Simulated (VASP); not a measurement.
The system is C.

```xyz
1
Lattice="0.0000 1.4900 1.4900 1.4900 0.0000 1.4900 1.4900 1.4900 0.0000" Properties=species:S:1:pos:R:3 pbc="T T T"
C     0.0000    0.0000    0.0000
```

```yaml
Program: VASP 6.6.1
Task: relaxation of cell and atoms
Functional: PBEsol
Potentials_or_basis: VASP PAW PBE potentials, release 64 (C)
Cutoff: 600 eV
k_mesh: 18 × 18 × 18
Occupations: fermi-dirac, width 0.1 eV
Spin: no spin polarisation
```

At the start: pressure 10.8 GPa; volume 6.62 Å³/atom.

Problem. Where does the relaxation end?

Solution. Over 3 steps the energy falls by 12.5 meV/atom and the volume is 7.00 Å³/atom (+5.8 %); space group Fm-3m (No. 225, to 0.05 Å).

The path:
```csv
step,energy change (eV),largest force (eV/Å),pressure (GPa),volume (Å³)
1,0.0000,0.0000,10.81,6.62
2,-0.0122,0.0000,-1.26,7.05
3,-0.0125,0.0000,0.02,7.00
```

Final structure:
```
C
1.0
     0.00000    1.51832    1.51832
     1.51832    0.00000    1.51832
     1.51832    1.51832    0.00000
C
1
Cartesian
  0.0000 0.0000 0.0000
```

Caveat: the PAW data sets were made with another functional, which shifts forces and pressure a little.
